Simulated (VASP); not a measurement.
Te2Mo, 3 atoms in the cell. The structure is hexagonal, space group P-6m2 (No. 187). The conventional cell has a = 3.537 Å, b = 3.537 Å, c = 7.827 Å, α = 90.00°, β = 90.00°, γ = 120.00°. Within 3.6 Å of Te (site symmetry 3m) lie 3 Mo at 2.72 Å and 7 Te at 3.54 to 3.59 Å. Within 3.6 Å of Mo (site symmetry -6m2) lie 6 Te at 2.72 Å and 6 Mo at 3.54 Å. 

- Program: VASP 6.6.1
- Task: single point
- Functional: PBE
- Potentials or basis: VASP PAW PBE potentials, release 64 (Te, Mo_sv)
- Cutoff: 500 eV
- k mesh: 6 × 6 × 2
- Occupations: gaussian, width 0.05 eV
- Spin: no spin polarisation
- Dipole correction: no
- Further INCAR settings: ALGO = Normal; EDIFF = 1e-06; NBANDS = 20

Potentials or basis: VASP PAW PBE potentials, release 64 (Te, Mo_sv).

Command:

```console
$ cat potpaw_PBE.64/Te/POTCAR potpaw_PBE.64/Mo_sv/POTCAR > POTCAR
$ mpirun -np 1 vasp_std > vasp.out
```

Hardware: 1 thread of AMD EPYC 9R45 96-Core Processor (Zen 5), with other jobs on the host.

Task: Estimate the wall time of this run.

Result: It took 20 s on 1 thread of AMD EPYC 9R45 96-Core Processor (Zen 5) (shared host), peak memory 0.18 GiB. Counts: scf iterations 15, k points 14.
